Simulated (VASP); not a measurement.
# TlPt in VASP: single point with LDA

Aim: the single point of TlPt with LDA.

Everything below comes from runs of VASP 6.6.1. Logs are shortened: lines on timing, memory, paths and dates and some standing lists are left out, and cuts for length are marked.

**1. The cell of the first run**

The typed cell holds 6 atoms: a = 5.684 Å, b = 5.684 Å, c = 4.704 Å, α = 90.00°, β = 90.00°, γ = 60.00°.

**2. Single point, LDA**

Input file INCAR:

```
PREC = Accurate
ENCUT = 520
EDIFF = 1E-6
ISMEAR = -1
SIGMA = 0.1
LREAL = F
LASPH = T
NELM = 80
ALGO = Normal
ISIF = 2
LWAVE = F
LCHARG = F
GGA = CA
NBANDS = 44
```

Input file KPOINTS:

```
Automatic mesh
0
Gamma
  7 7 7
```

Input file POSCAR:

```
TlPt
1.0
    2.8419060000      4.9223230000      0.0000000000
   -2.8419060000      4.9223230000      0.0000000000
    0.0000000000      0.0000000000      4.7042290000
Tl Pt
3 3
Direct
    0.5000000000      0.5000000000      0.0000000000
    0.5000000000      0.0000000000      0.0000000000
    0.0000000000      0.5000000000      0.0000000000
    0.0000000000      0.0000000000      0.0000000000
    0.3333000000      0.3334000000      0.5000000000
    0.6666000000      0.6667000000      0.5000000000
```

Potentials or basis: VASP PAW LDA potentials, release 64 (Tl_d, Pt).

Started as:

```
$ cat potpaw_LDA.64/Tl_d/POTCAR potpaw_LDA.64/Pt/POTCAR > POTCAR
$ mpirun -np 1 vasp_std > vasp.out
```

OUTCAR:

```text
PREC = Accurate
   ENCUT = 520
   EDIFF = 1E-6
   ISMEAR = -1
   LREAL = F
   LASPH = T
   NELM = 80
   ISIF = 2
   GGA = CA

 ion  position               nearest neighbor table
   1  0.500  0.500  0.000-   2 2.84   3 2.84   2 2.84   3 2.84   4 2.84   4 2.84   5 2.87   6 2.87
                             5 2.87   6 2.87
   2  0.500  0.000  0.000-   1 2.84   4 2.84   1 2.84   4 2.84   3 2.84   3 2.84   6 2.87   6 2.87
                             5 2.87   5 2.87
   3  0.000  0.500  0.000-   1 2.84   4 2.84   4 2.84   1 2.84   2 2.84   2 2.84   5 2.87   5 2.87
                             6 2.87   6 2.87
   4  0.000  0.000  0.000-   2 2.84   3 2.84   3 2.84   2 2.84   1 2.84   1 2.84
   5  0.333  0.333  0.500-   1 2.87   1 2.87   3 2.87   3 2.87   2 2.87   2 2.87   6 3.28   6 3.28
                             6 3.28
   6  0.667  0.667  0.500-   1 2.87   1 2.87   2 2.87   2 2.87   3 2.87   3 2.87   5 3.28   5 3.28
                             5 3.28

  LATTYP: Found a hexagonal cell.
 ALAT       =     5.6838097636
 C/A-ratio  =     0.8276541960

  Lattice vectors:

 A1 = (   2.8419060000,  -4.9223230000,   0.0000000000)
 A2 = (   2.8419060000,   4.9223230000,   0.0000000000)
 A3 = (   0.0000000000,   0.0000000000,   4.7042290000)

Analysis of symmetry for initial positions (statically):
=====================================================================
 Subroutine PRICEL returns:
 Original cell was already a primitive cell.

 Routine SETGRP: Setting up the symmetry group for a
 hexagonal supercell.

 Subroutine GETGRP returns: Found  4 space group operations
 (whereof  4 operations were pure point group operations)
 out of a pool of 24 trial point group operations.

The static configuration has the point symmetry C_2v.

Analysis of symmetry for dynamics (positions and initial velocities):
=====================================================================
 Subroutine PRICEL returns:
 Original cell was already a primitive cell.

 Routine SETGRP: Setting up the symmetry group for a
 hexagonal supercell.

 Subroutine GETGRP returns: Found  4 space group operations
 (whereof  4 operations were pure point group operations)
 out of a pool of 24 trial point group operations.

The dynamic configuration has the point symmetry C_2v.

 Subroutine INISYM returns: Found  4 space group operations
 (whereof  4 operations are pure point group operations),
 and found     1 'primitive' translations

----------------------------------------------------------------------------------------

                                     Primitive cell

  volume of cell :     131.6128

  direct lattice vectors                    reciprocal lattice vectors
     2.841906000  4.922323000  0.000000000     0.175938261  0.101578056  0.000000000
    -2.841906000  4.922323000  0.000000000    -0.175938261  0.101578056  0.000000000
     0.000000000  0.000000000  4.704229000     0.000000000  0.000000000  0.212574685

  length of vectors
     5.683809764  5.683809764  4.704229000     0.203156032  0.203156032  0.212574685

  position of ions in fractional coordinates (direct lattice)
     0.500000000  0.500000000  0.000000000
     0.500000000  0.000000000  0.000000000
     0.000000000  0.500000000  0.000000000
     0.000000000  0.000000000  0.000000000
     0.333300000  0.333400000  0.500000000
     0.666600000  0.666700000  0.500000000

  ion indices of the primitive-cell ions
   primitive index   ion index
                 1           1
                 2           2
                 3           3
                 4           4
                 5           5
                 6           6

----------------------------------------------------------------------------------------

 KPOINTS: Automatic mesh

Automatic generation of k-mesh.
 Grid dimensions read from file:
 generate k-points for:    7    7    7

 Generating k-lattice:

  Cartesian coordinates                     Fractional coordinates (reciprocal lattice)
     0.025134037  0.014511151  0.000000000     0.142857143  0.000000000  0.000000000
    -0.025134037  0.014511151  0.000000000     0.000000000  0.142857143  0.000000000
     0.000000000  0.000000000  0.030367812     0.000000000  0.000000000  0.142857143

  Length of vectors
     0.029022290  0.029022290  0.030367812

  Shift w.r.t. Gamma in fractional coordinates (k-lattice)
     0.000000000  0.000000000  0.000000000

 Subroutine IBZKPT returns following result:
 ===========================================

 Found     64 irreducible k-points:

 Following reciprocal coordinates:
            Coordinates               Weight
  0.000000  0.000000  0.000000      1.000000
  0.142857  0.000000  0.000000      4.000000
  0.142857  0.142857  0.000000      2.000000
  0.285714  0.000000  0.000000      4.000000
  0.285714  0.285714  0.000000      2.000000
  0.428571  0.000000  0.000000      4.000000
[... 16 lines left out ...]
  0.428571  0.428571  0.142857      4.000000
  0.285714  0.142857  0.142857      8.000000
 [... further k-points ...]
   k-points           NKPTS =     64   k-points in BZ     NKDIM =     64   number of bands    NBANDS=     44
   number of dos      NEDOS =    301   number of ions     NIONS =      6
   total plane-waves  NPLWV =  63504
   dimension x,y,z NGX =    42 NGY =   42 NGZ =   36
   dimension x,y,z NGXF=    84 NGYF=   84 NGZF=   72
   ions per type =               3   3
   NGX,Y,Z   is equivalent  to a cutoff of  12.28, 12.28, 12.72 a.u.
   NGXF,Y,Z  is equivalent  to a cutoff of  24.57, 24.57, 25.44 a.u.
 SYSTEM =  unknown system
   PREC   = accura    normal or accurate (medium, high low for compatibility)
   ISTART =      0    job   : 0-new  1-cont  2-samecut
   ICHARG =      2    charge: 1-file 2-atom 10-const
   ISPIN  =      1    spin polarized calculation?
   LNONCOLLINEAR =      F non collinear calculations
   LSORBIT =      F    spin-orbit coupling
   LASPH  =      T    aspherical Exc in radial PAW
   ENCUT  =  520.0 eV  38.22 Ry    6.18 a.u.  10.57 10.57  8.75*2*pi/ulx,y,z
   NELM   =     80;   NELMIN=  2; NELMDL= -5     # of ELM steps
   EDIFF  = 0.1E-05   stopping-criterion for ELM
   LREAL  =      F    real-space projection
   EDIFFG = 0.1E-04   stopping-criterion for IOM
   NSW    =      0    number of steps for IOM
   IBRION =     -1    ionic relax: 0-MD 1-quasi-New 2-CG
   NFREE  =      0    steps in history (QN), initial steepest desc. (CG)
   ISIF   =      2    stress and relaxation
   ISYM   =      2    0-nonsym 1-usesym 2-fastsym
   POTIM  = 0.5000    time-step for ionic-motion
   TEBEG  =    0.0;   TEEND  =   0.0 temperature during run
   PSTRESS=    0.0 pullay stress
   NELECT =      69.0000    total number of electrons
   NUPDOWN=      -1.0000    fix difference up-down
   EMIN   =  10.00;   EMAX   =-10.00  energy-range for DOS
   EFERMI =   0.00;   METHOD = LEGACY
   ISMEAR =    -1;   SIGMA  =   0.10  broadening in eV -4-tet -1-fermi 0-gaus
   EFERMI_NEDOS =   21; number of points for ismear=-14 and -15
   IALGO  =     38    algorithm
   IMIX   =      4    mixing-type and parameters
     AMIX     =   0.40;   BMIX     =  1.00
     AMIX_MAG =   1.60;   BMIX_MAG =  1.00
  volume/ion in A,a.u.               =      21.94       148.03
  Fermi-wavevector in a.u.,A,eV,Ry     =   1.320054  2.494541 23.708739  1.742543
  Thomas-Fermi vector in A             =   2.449908
   LORBIT       =      0    0 simple, 1 ext, 2 COOP (PROOUT), +10 PAW based schemes
   GGA     = CA    functional components
   LHFCALC =     F    Hartree Fock is set to
   AEXX    =    0.0000 exact exchange contribution
   IVDW    =     0    specifies the selected vdW correction
   LEPSILON=     F    determine dielectric tensor
   LRPA    =     F    only Hartree local field effects (RPA)
 non-spin polarized calculation
  energy-cutoff  :      520.00
  volume of cell :      131.61
 maximum number of plane-waves:      3569
 NGX is ok and might be reduce to    42
   NGX = 21   NGY = 21   NGZ = 17

 number of electron      68.9999992 magnetization

 Free energy of the ion-electron system (eV)
  ---------------------------------------------------
  ext. energy  EPLUGINS =         0.00000000
  ---------------------------------------------------
  free energy    TOTEN  =       -27.17464355 eV

  energy without entropy =      -27.04521560  energy(sigma->0) =      -27.10992957

 E-fermi :   7.2874     XC(G=0): -11.4891

 val. band max:        7.2763729275   @ k =   0.1429   0.0000   0.0000
 cond. band min:       7.3132778785   @ k =   0.4286  -0.4286   0.2857
 fundamental gap:      0.0369049510
 Fermi energy:         7.2873814970

 k-point     1 :       0.0000    0.0000    0.0000
  band No.  band energies     occupation
      1      -6.4402      2.00000
      2      -5.6844      2.00000
      3      -5.6843      2.00000
      4      -5.3001      2.00000
      5      -5.1422      2.00000
      6      -4.7537      2.00000
[... 36 lines left out ...]
     43      14.5645      0.00000
     44      14.7604      0.00000

 k-point     2 :       0.1429    0.0000    0.0000
  band No.  band energies     occupation
      1      -6.3427      2.00000
      2      -5.6557      2.00000
      3      -5.5897      2.00000
      4      -5.2619      2.00000
      5      -5.0868      2.00000
      6      -4.7476      2.00000
[... 36 lines left out ...]
     43      14.3711      0.00000
     44      14.4324      0.00000

 k-point     3 :       0.1429    0.1429    0.0000
  band No.  band energies     occupation
      1      -6.3427      2.00000
      2      -5.6556      2.00000
      3      -5.5897      2.00000
      4      -5.2619      2.00000
      5      -5.0868      2.00000
      6      -4.7475      2.00000
[... 36 lines left out ...]
     43      14.3711      0.00000
     44      14.4324      0.00000

 k-point     4 :       0.2857    0.0000    0.0000
  band No.  band energies     occupation
      1      -6.0998      2.00000
      2      -5.5595      2.00000
      3      -5.3199      2.00000
      4      -5.1626      2.00000
      5      -4.9385      2.00000
      6      -4.7264      2.00000
[... 882 lines left out ...]
     43      13.1769      0.00000
     44      13.3766      0.00000

 k-point    23 :       0.4286    0.4286    0.1429
  band No.  band energies     occupation
      1      -5.8871      2.00000
      2      -5.3413      2.00000
      3      -5.1003      2.00000
      4      -4.9321      2.00000
      5      -4.8039      2.00000
      6      -4.7446      2.00000
[... 36 lines left out ...]
     43      13.1774      0.00000
     44      13.3763      0.00000

 k-point    24 :       0.2857    0.1429    0.1429
  band No.  band energies     occupation
      1      -6.1480      2.00000
      2      -5.6036      2.00000
      3      -5.4057      2.00000
      4      -5.2368      2.00000
      5      -4.9774      2.00000
      6      -4.7351      2.00000
[... 36 lines left out ...]
     43      13.7827      0.00000
     44      14.2885      0.00000

 [... further k-points ...]
[... 5 lines left out ...]
  --------------------------------------------------------------------------------------
  -------------------------------------------------------------------------------------
  Total        2.8341405      2.8338269     -7.2985720      0.0000000      0.0000000      0.0000000
  in kB       34.5011594     34.4973417    -88.8485233      0.0000000      0.0000000      0.0000000
  external PRESSURE =      -6.6166741 kB  Pullay stress =       0.0000000 kB

 VOLUME and BASIS-vectors are now :
 -----------------------------------------------------------------------------
  energy-cutoff  :      520.00
  volume of cell :      131.61
      direct lattice vectors                 reciprocal lattice vectors
     2.841906000  4.922323000  0.000000000     0.175938261  0.101578056  0.000000000
    -2.841906000  4.922323000  0.000000000    -0.175938261  0.101578056  0.000000000
     0.000000000  0.000000000  4.704229000     0.000000000  0.000000000  0.212574685

 POSITION                                       TOTAL-FORCE (eV/Angst)
 -----------------------------------------------------------------------------------
      0.00000      4.92232      0.00000         0.000264      0.000000      0.000000
      1.42095      2.46116      0.00000        -0.000464      0.000420      0.000000
     -1.42095      2.46116      0.00000        -0.000464     -0.000420      0.000000
      0.00000      0.00000      0.00000         0.000086      0.000000      0.000000
     -0.00028      3.28171      2.35211         0.000289      0.000151      0.000000
     -0.00028      6.56293      2.35211         0.000289     -0.000151      0.000000
 -----------------------------------------------------------------------------------
    total drift:                                0.000000      0.000000     -0.000000

  FREE ENERGIE OF THE ION-ELECTRON SYSTEM (eV)
  ---------------------------------------------------
  free  energy   TOTEN  =       -27.1746435515 eV

  energy  without entropy=      -27.0452155971  energy(sigma->0) =      -27.10992957
```

It took 7.5 min on 1 thread of AMD EPYC 7R43 (Zen 3), shared host; peak memory 0.36 GiB.

Results:

* Free energy: -27.1746 eV
* Pressure: -0.7 GPa
* Band gap on the k mesh: zero (an odd number of electrons rules out a gap without spin polarisation)

Caveat: the stress differs along the axes, from -9 to 3 GPa; spin-orbit coupling is left out, which moves the levels of the heavy elements.

The gap in the log of VASP goes by the Fermi energy; the results here count the filled bands.